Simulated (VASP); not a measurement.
Set up this calculation in VASP 6.6.1, as the native input.

* Task: single point
* Functional: PBE
* Potentials or basis: VASP PAW PBE potentials, release 64 (Si, Ge_d, Te, S)
* Cutoff: 520 eV
* k mesh: 4 × 4 × 4
* Occupations: gaussian, width 0.1 eV
* Spin: no spin polarisation
* Dipole correction: no
* Further INCAR settings: ALGO = Normal; EDIFF = 1e-06; NBANDS = 30

The structure of SiGeTe2S2 lies in POSCAR:

```
SiGeTe2S2
1.0
    5.5876198482      0.0000000000      0.0000000000
    0.0000000000      5.5876198482      0.0000000000
    0.0000000000      0.0000000000      4.9621259600
Si Ge Te S
1 1 2 2
Direct
    0.0000000000      0.0000000000      0.0000000000
    0.0000000000      0.0000000000      0.5000000000
    0.5000000000      0.0000000000      0.0000000000
    0.0000000000      0.5000000000      0.0000000000
    0.5000000000      0.5000000000      0.6944932276
    0.5000000000      0.5000000000      0.3055067724
```

These files were run (other wordings do the same):

INCAR

```
PREC     = Accurate       # precision mode
ENCUT    = 520            # plane-wave cutoff, eV
EDIFF    = 1E-6           # SCF threshold, eV
ISMEAR   = 0              # smearing method
SIGMA    = 0.1            # smearing width, eV
LREAL    = F              # projectors in reciprocal space
LASPH    = T              # aspherical terms in the spheres
NELM     = 60             # most SCF steps
ALGO     = Normal         # electronic algorithm
ISIF     = 2              # what is computed and relaxed
LWAVE    = F              # write WAVECAR
LCHARG   = F              # write CHGCAR
GGA      = PE             # functional
NBANDS   = 30             # bands
```

KPOINTS

```
Automatic mesh
0
Gamma
  4 4 4
```

Potentials or basis: VASP PAW PBE potentials, release 64 (Si, Ge_d, Te, S).

Launch:

```sh
$ cat potpaw_PBE.64/Si/POTCAR potpaw_PBE.64/Ge_d/POTCAR potpaw_PBE.64/Te/POTCAR potpaw_PBE.64/S/POTCAR > POTCAR
$ mpirun -np 1 vasp_std > vasp.out
```

Results of the run:

```json
{
  "Pressure": "0.1 GPa",
  "Largest force": "0.215 eV/Å",
  "Band gap on the k mesh": "zero (band 21 reaches 5.80 eV, above the bottom of band 22 at 4.92 eV)"
}
```

Caveat: spin-orbit coupling is left out, which moves the levels of the heavy elements.

Run time: 38 s on 1 thread of AMD EPYC 9R45 96-Core Processor (Zen 5), with other jobs on the host, peak memory 0.27 GiB.
